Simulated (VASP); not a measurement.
Set up this calculation in VASP 6.6.1, as the native input.

```yaml
Task: single point
Functional: LDA
Potentials_or_basis: VASP PAW LDA potentials, release 64 (Si)
Cutoff: 500 eV
k_mesh: 7 × 7 × 4
Occupations: gaussian, width 0.15 eV
Spin: no spin polarisation
Dipole_correction: no
Further_INCAR_settings: ALGO = Normal; EDIFF = 1e-06; NBANDS = 46
```

The structure of Si lies in POSCAR:

```
Si
1.0
   -3.2836945321      3.2836945321     -3.2836945321
   -3.2836945321     -3.2836945321      3.2836945321
    0.0000000000      7.1144525732      6.0203255552
Si
16
Direct
    0.8310230377      0.9644932693      0.8011418465
    0.3726730377      0.4228432693      0.3011418465
    0.1709566300      1.0335270631      0.9489000000
    0.7126066300      0.4918770631      0.4489000000
    0.5772315293      0.2182847777      0.8466581535
    0.1188815293      0.6766347777      0.3466581535
    0.6462653231      0.5582183700      0.6989000000
    0.1879153231      0.0165683700      0.1989000000
    0.5941902223      0.6102934707      0.0966581535
    0.0525402223      0.1519434707      0.5966581535
    0.1709566300      0.6245596769      0.9489000000
    0.7126066300      0.0829096769      0.4489000000
    0.8479817307      0.3565019623      0.0511418465
    0.3063317307      0.8981519623      0.5511418465
    0.2372979369      0.5582183700      0.6989000000
    0.7789479369      0.0165683700      0.1989000000
```

This cell differs from its parent crystal: the part above a cut slid along it.

These files were run (other wordings do the same):

INCAR

```
PREC = Accurate
ENCUT = 500
EDIFF = 1E-6
ISMEAR = 0
SIGMA = 0.15
LREAL = False
LASPH = True
NELM = 120
ALGO = Normal
ISIF = 2
LWAVE = False
LCHARG = False
NBANDS = 46
GGA_COMPAT = False
```

KPOINTS

```
Automatic mesh
0
Gamma
  7 7 4
```

Potentials or basis: VASP PAW LDA potentials, release 64 (Si).

Run with:

```bash
$ cat potpaw_LDA.64/Si/POTCAR > POTCAR
$ mpirun -np 1 vasp_std > vasp.out
```

Results of the run:

* Pressure: 0.2 GPa
* Largest force: 2.694 eV/Å
* Band gap on the k mesh: zero (bands 32 and 33 overlap by 0.26 eV)

Caveat: the cell differs from its parent crystal (the part above a cut slid along it); the stress differs along the axes, from -5 to 4 GPa; semilocal functionals underestimate gaps, and a narrow one can read as zero; forces of over 1 eV/Å act on the atoms, so gaps and moduli don't describe the material at rest.

Wall time 38 min on 1 thread of Oxide Virtual Turin-like Processor, with other jobs on the host, peak memory 0.75 GiB.
